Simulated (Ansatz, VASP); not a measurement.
## Two plane-wave programs on H2RuCl

File INCAR:

```
SYSTEM = H2RuCl
PREC     = Accurate       ! precision mode
ENCUT    = 500            ! plane-wave cutoff, eV
EDIFF    = 1E-6           ! SCF threshold, eV
ISMEAR   = 1              ! smearing method
SIGMA    = 0.1            ! smearing width, eV
LREAL    = .False.        ! projectors in reciprocal space
LASPH    = .True.         ! aspherical terms in the spheres
NELM     = 120            ! most SCF steps
ALGO     = Normal         ! electronic algorithm
ISIF     = 2              ! what is computed and relaxed
LWAVE    = .False.        ! write WAVECAR
LCHARG   = .False.        ! write CHGCAR
GGA      = PE             ! functional
NBANDS   = 33             ! bands
GGA_COMPAT= .False.
```

Contents of KPOINTS:

```
Automatic mesh
0
Gamma
  10 10 6
  0 0 0
```

Contents of POSCAR:

```
H2RuCl
1.0
    3.5385144484      0.0000000000      0.0000000000
    0.0000000000      3.5385144484      0.0000000000
    0.0000000000      0.0000000000     11.5091251355
H Ru Cl
4 2 2
Direct
    0.0000000000      0.5000000000      0.0762582321
    0.5000000000      0.0000000000      0.9237417679
    0.0000000000      0.5000000000      0.5108523530
    0.5000000000      0.0000000000      0.4891476470
    0.0000000000      0.0000000000      0.0000000000
    0.5000000000      0.5000000000      0.0000000000
    0.0000000000      0.5000000000      0.6235079140
    0.5000000000      0.0000000000      0.3764920860
```

Input for Ansatz:

```yaml
crystal:
  lattice:
    - [3.5385144484, 0.0, 0.0]
    - [0.0, 3.5385144484, 0.0]
    - [0.0, 0.0, 11.5091251355]
  atoms:
    - { symbol: H, position: [0.0, 0.5, 0.0762582321] }
    - { symbol: H, position: [0.5, 0.0, 0.9237417679] }
    - { symbol: H, position: [0.0, 0.5, 0.510852353] }
    - { symbol: H, position: [0.5, 0.0, 0.489147647] }
    - { symbol: Ru, position: [0.0, 0.0, 0.0] }
    - { symbol: Ru, position: [0.5, 0.5, 0.0] }
    - { symbol: Cl, position: [0.0, 0.5, 0.623507914] }
    - { symbol: Cl, position: [0.5, 0.0, 0.376492086] }
basis:
  ecutwfc: 420
kpoints:
  mp_grid: { grid: [10, 10, 6] }
hamiltonian:
  xc: pbe
scf:
  occupations: { method: methfessel_paxton, width: 0.005 }
output:
  forces: true
  eigenvalues: true
  stress: true
```

Alike in both runs: task single point; functional PBE; k mesh 10 × 10 × 6; no spin polarisation.

|  | VASP | Ansatz |
| --- | --- | --- |
| version | VASP 6.6.1 | Ansatz 0.2.0 |
| potentials or method | VASP PAW PBE potentials, release 64 (H, Ru_pv, Cl), cutoff 500 eV | scalar-relativistic, plane waves, PAW |
| occupations | methfessel-paxton of order 1, width 0.1 eV | methfessel-paxton of order 1, width 0.005 eV |
| valence electrons in the cell | 46 | 50 |

```csv
,VASP,Ansatz,Ansatz less VASP
gap on the k mesh at the Fermi level (eV),none,none,-
pressure (GPa),-0.2,0.0,+0.20
"traceless stress, the component that is largest in VASP (GPa)",-0.21,0.06,+0.271
rms of the force components (eV/Å),0.047,0.002,-0.0445
```

Atom by atom the forces differ by 0.047 eV/Å (rms over components). A gap of «none» marks a metal or a gap that the smearing closes. VASP's potentials hold 46 valence electrons a cell and Ansatz's 50, so a difference there can come from the potentials and not from the codes.
